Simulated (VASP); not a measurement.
BaBi2O3:

```
Ba Bi O
1.0
     5.55901    0.00000    0.00000
    -2.77950    4.81424    0.00000
     0.00000    0.00000    2.90070
Ba Bi O
1 2 3
Cartesian
  0.0000 0.0000 1.4503
  0.0000 3.2095 1.4503
  2.7795 1.6047 1.4503
  1.3898 2.4071 0.0000
  -1.3898 2.4071 0.0000
  2.7795 0.0000 0.0000
```

* Program: VASP 6.6.1
* Task: relaxation of cell and atoms
* Functional: PBE
* Potentials or basis: VASP PAW PBE potentials, release 64 (Ba_sv, Bi_d, O)
* Cutoff: 600 eV
* k mesh: 6 × 6 × 6
* Occupations: gaussian, width 0.1 eV
* Spin: no spin polarisation

At the start: pressure 92.0 GPa; volume 12.94 Å³/atom.

Problem. How do energy, volume and symmetry change on relaxing?

Solution. Over 9 steps the energy falls by 1422.5 meV/atom and the volume is 19.39 Å³/atom (+49.8 %); space group P6/mmm (No. 191, to 0.05 Å).

Step by step:
| step | energy change (eV) | largest force (eV/Å) | pressure (GPa) | volume (Å³) |
| --- | --- | --- | --- | --- |
| 1 | 0.0000 | 0.0000 | 91.97 | 77.63 |
| 2 | -1.2551 | 0.0000 | -21.31 | 193.06 |
| 3 | -8.4671 | 0.0000 | -3.73 | 122.17 |
| 4 | -8.5166 | 0.0000 | -1.69 | 119.26 |
| 5 | -8.5266 | 0.0000 | -0.24 | 117.34 |
| 6 | -8.5242 | 0.0000 | -0.95 | 118.25 |
| 7 | -8.5329 | 0.0000 | 0.15 | 116.49 |
| 8 | -8.5331 | 0.0000 | 0.34 | 116.19 |
| 9 | -8.5351 | 0.0000 | 0.02 | 116.32 |

Final structure:
```
CELL_PARAMETERS angstrom
6.16957 0.00000 0.00000
-3.08478 5.34300 0.00000
0.00000 0.00000 3.52883
ATOMIC_POSITIONS crystal
Ba 0.00000 0.00000 0.50000
Bi 0.33333 0.66667 0.50000
Bi 0.66667 0.33333 0.50000
O 0.50000 0.50000 0.00000
O 0.00000 0.50000 0.00000
O 0.50000 0.00000 0.00000
```

Caveat: the k points lie up to 0.30 Å⁻¹ apart in the final cell; the volume moved by over 15 % at a fixed basis, so the end points are rough.
